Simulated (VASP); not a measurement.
Input of a VASP 6.6.1 run:

INCAR

```
PREC     = Accurate       # precision mode
ENCUT    = 520            # plane-wave cutoff, eV
EDIFF    = 1E-6           # SCF threshold, eV
ISMEAR   = -1             # smearing method
SIGMA    = 0.08           # smearing width, eV
LREAL    = False          # projectors in reciprocal space
LASPH    = True           # aspherical terms in the spheres
NELM     = 60             # most SCF steps
ALGO     = Normal         # electronic algorithm
ISIF     = 2              # what is computed and relaxed
LWAVE    = False          # write WAVECAR
LCHARG   = False          # write CHGCAR
GGA      = PE             # functional
NBANDS   = 10             # bands
```

File KPOINTS:

```
Automatic mesh
0
Gamma
  13 13 12
```

The input POSCAR:

```
Na
1.0
    3.2940078011      0.0000000000      0.0000000000
   -1.6470039006      2.8526944360      0.0000000000
    0.0000000000      0.0000000000      3.0686028198
Na
1
Direct
    0.0000000000      0.0000000000      0.0000000000
```

Potentials or basis: VASP PAW PBE potentials, release 64 (Na_pv).

Launch:

```sh
$ cat potpaw_PBE.64/Na_pv/POTCAR > POTCAR
$ mpirun -np 1 vasp_std > vasp.out
```

Question: Predict the band gap on the k mesh.

Answer: Zero (an odd number of electrons rules out a gap without spin polarisation).

Question: Predict the pressure.

Answer: 3.3 GPa.

Caveat: the cell stands under pressure.
